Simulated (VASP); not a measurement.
The system is Ga.

```
CELL_PARAMETERS angstrom
3.84224 -2.34204 0.00000
3.84224 2.34204 0.00000
0.00000 0.00000 4.51798
ATOMIC_POSITIONS crystal
Ga 0.66555 0.00969 0.25000
Ga 0.00969 0.66555 0.75000
Ga 0.33445 0.99031 0.75000
Ga 0.99031 0.33445 0.25000
```

This cell differs from its parent crystal: volume scaled by 1.02.

Base run:

```yaml
Program: VASP 6.6.1
Functional: PBEsol
Potentials_or_basis: VASP PAW PBE potentials, release 64 (Ga_d)
Cutoff: 520 eV
k_mesh: 7 × 7 × 6
Occupations: fermi-dirac, width 0.05 eV
Spin: no spin polarisation
```

Its results: band gap on the k mesh zero (band 26 reaches 4.94 eV, above the bottom of band 27 at 4.23 eV); pressure -1.3 GPa; largest force 0.022 eV/Å.

Question: The run is repeated on the same cell with these changes: functional from PBEsol to PBE; further incar settings from ALGO = Fast; EDIFF = 1e-06; NBANDS = 34 to ALGO = Fast; EDIFF = 1e-07; NBANDS = 34. What comes out?

Answer: Band gap on the k mesh zero (band 26 reaches 5.11 eV, above the bottom of band 27 at 4.39 eV); pressure 2.2 GPa; largest force 0.034 eV/Å.

Caveats: the PAW data sets were made with another functional, which shifts forces and pressure a little (some runs).
